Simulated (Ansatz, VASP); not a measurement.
**Al3B2As: VASP beside Ansatz**

```xyz
6
Lattice="6.4780 0.0000 0.0000 -3.2390 5.6101 0.0000 0.0000 0.0000 2.8526" Properties=species:S:1:pos:R:3 pbc="T T T"
Al    4.2427    0.0000    1.4263
Al   -2.1214    3.6743    1.4263
Al    1.1176    1.9358    1.4263
B     0.0000    3.7401    1.4263
B     3.2390    1.8700    1.4263
As    0.0000    0.0000    0.0000
```

Alike in both runs: functional PBE; k mesh 6 × 6 × 4; occupations gaussian, width 0.1 eV; no spin polarisation.

Ansatz relaxed the structure, and its values are those at the end. VASP's run is a single point on that final structure, the one shown.

|  | VASP | Ansatz |
| --- | --- | --- |
| version | VASP 6.6.1 | Ansatz 0.2.0 |
| potentials or method | VASP PAW PBE potentials, release 64 (Al, B, As), cutoff 520 eV | scalar-relativistic, plane waves, PAW |
| valence electrons in the cell | 20 | 30 |

|  | VASP | Ansatz | Ansatz less VASP |
| --- | --- | --- | --- |
| gap on the k mesh at the Fermi level (eV) | none | none | - |
| pressure (GPa) | 0.0 | -0.1 | -0.04 |
| rms of the force components (eV/Å) | 0.008 | 0.003 | -0.0046 |

A gap of «none» marks a metal or a gap that the smearing closes. With one functional, cell and mesh, what is left measures potentials, basis and numerics. VASP's potentials hold 20 valence electrons a cell and Ansatz's 30, so a difference there can come from the potentials and not from the codes.

The k mesh is coarse, so the values compare programs but aren't converged.
